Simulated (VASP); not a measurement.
Here is a VASP 6.6.1 calculation.

INCAR

```
SYSTEM = TiSb
PREC = Accurate
ENCUT = 520
EDIFF = 1E-6
ISMEAR = -1
SIGMA = 0.03
LREAL = .False.
LASPH = .True.
NELM = 100
ALGO = Normal
ISIF = 2
LWAVE = .False.
LCHARG = .True.
GGA = CA
LELF = .True.
LVHAR = .True.
NBANDS = 25
```

KPOINTS

```
regular mesh
0
Gamma
  12 12 7
  0 0 0
```

File POSCAR:

```
TiSb
1.0
    4.0895756060      0.0000000000      0.0000000000
   -2.0447878030      3.5416763655      0.0000000000
    0.0000000000      0.0000000000      6.2625844584
Ti Sb
2 2
Direct
    0.0000000000      0.0000000000      0.0000000000
    0.0000000000      0.0000000000      0.5000000000
    0.3333333333      0.6666666667      0.2500000000
    0.6666666667      0.3333333333      0.7500000000
```

Potentials or basis: VASP PAW LDA potentials, release 64 (Ti_sv, Sb).

Command:

```console
$ cat potpaw_LDA.64/Ti_sv/POTCAR potpaw_LDA.64/Sb/POTCAR > POTCAR
$ mpirun -np 1 vasp_std > vasp.out
```

Estimate the band gap on the k mesh.

zero (bands 17 and 18 overlap by 0.48 eV).

Estimate the pressure.

-7.6 GPa.

Stress tensor (GPa, compression positive):
```
-7.40  0.00  0.00
 0.00 -7.40  0.00
 0.00  0.00 -7.84
```

Caveat: the cell stands under tension; spin-orbit coupling is left out, which moves the levels of the heavy elements.
